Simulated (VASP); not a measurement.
**WS2: single point with r2SCAN**

Crystal: WS2.

```
W S
1.0
     3.07907    0.00000    0.00000
    -1.53954    2.66656    0.00000
     0.00000    0.00000   17.54997
W S
3 6
Direct
  0.66667 0.33333 0.65973
  0.33333 0.66667 0.98404
  0.33333 0.66667 0.33541
  0.66667 0.33333 0.07325
  0.66667 0.33333 0.42484
  0.33333 0.66667 0.74910
  0.66667 0.33333 0.89461
  0.66667 0.33333 0.24620
  0.33333 0.66667 0.57035
```

```json
{
 "Program": "VASP 6.6.1",
 "Task": "single point",
 "Functional": "r2SCAN",
 "Potentials or basis": "VASP PAW PBE potentials, release 64 (W_sv, S)",
 "Cutoff": "520 eV",
 "k mesh": "12 × 12 × 2",
 "Occupations": "gaussian, width 0.02 eV",
 "Spin": "no spin polarisation"
}
```

* Pressure: 15.3 GPa
* Largest force: 0.030 eV/Å
* Band gap on the k mesh: 0.65 eV (least direct gap 2.20 eV)

Forces on the atoms (eV/Å):
```
W    0.000  0.000  0.000
W    0.000  0.000 -0.001
W    0.000  0.000  0.001
S    0.000  0.000  0.030
S    0.000  0.000  0.026
S    0.000  0.000  0.024
S    0.000  0.000 -0.026
S    0.000  0.000 -0.030
S    0.000  0.000 -0.024
```

Stress tensor (GPa, compression positive):
```
15.33  0.00  0.00
 0.00 15.33  0.00
 0.00  0.00 15.24
```

Levels at points of the mesh, in eV from the valence-band top:
| k point | band 37 | band 38 | band 39 | band 40 | band 41 | band 42 |
| --- | --- | --- | --- | --- | --- | --- |
| (0.00, 0.00, 0.00) | -1.47 | -0.24 | -0.10 | 2.22 | 2.22 | 2.30 |
| (0.50, 0.00, 0.00) | -2.05 | -1.99 | -1.71 | 2.42 | 2.50 | 2.55 |
| (0.00, 0.00, 0.50) | -0.86 | -0.58 | 0.00 | 2.23 | 2.23 | 2.28 |
| (0.50, 0.00, 0.50) | -2.09 | -1.99 | -1.70 | 2.51 | 2.53 | 2.54 |

Run time: 18 min on 1 thread of Intel(R) Xeon(R) Platinum 8259CL CPU @ 2.50GHz (Skylake/Cascade Lake), with other jobs on the host, peak memory 0.42 GiB.

Caveat: the cell stands under pressure; the PAW data sets were made with another functional, which shifts forces and pressure a little; spin-orbit coupling is left out, which moves the levels of the heavy elements. A k mesh can miss the band edges.
